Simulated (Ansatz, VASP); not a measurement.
## One calculation of TaN, two programs

```xyz
2
Lattice="2.9083 0.0000 0.0000 -1.4542 2.5187 0.0000 0.0000 0.0000 2.8539" Properties=species:S:1:pos:R:3 pbc="T T T"
Ta    0.0000    1.6791    1.4269
N     0.0000    0.0000    0.0000
```

Change from the starting cell: volume scaled by 0.97, PAW files.

Alike in both runs: task electric field gradients; functional PBE; k mesh 12 × 12 × 10; occupations fermi-dirac, width 0.02 eV; no spin polarisation.

|  | VASP | Ansatz |
| --- | --- | --- |
| version | VASP 6.6.1 | Ansatz 0.2.0 |
| potentials or method | VASP PAW PBE potentials, release 64 (Ta_sv_GW, N) | PAW with Ansatz's default frozen-core files, scalar-relativistic |
| plane-wave cutoff (eV) | 520 | 420 |
| valence electrons in the cell | 18 | 18 |

```tsv
	VASP	Ansatz	Ansatz less VASP
size of Vzz on the site where it differs most (V/Å²)	30.9	48.7	+17.76
```

With one functional, cell and mesh, what is left measures potentials, basis and numerics.

Spin-orbit coupling is off throughout.
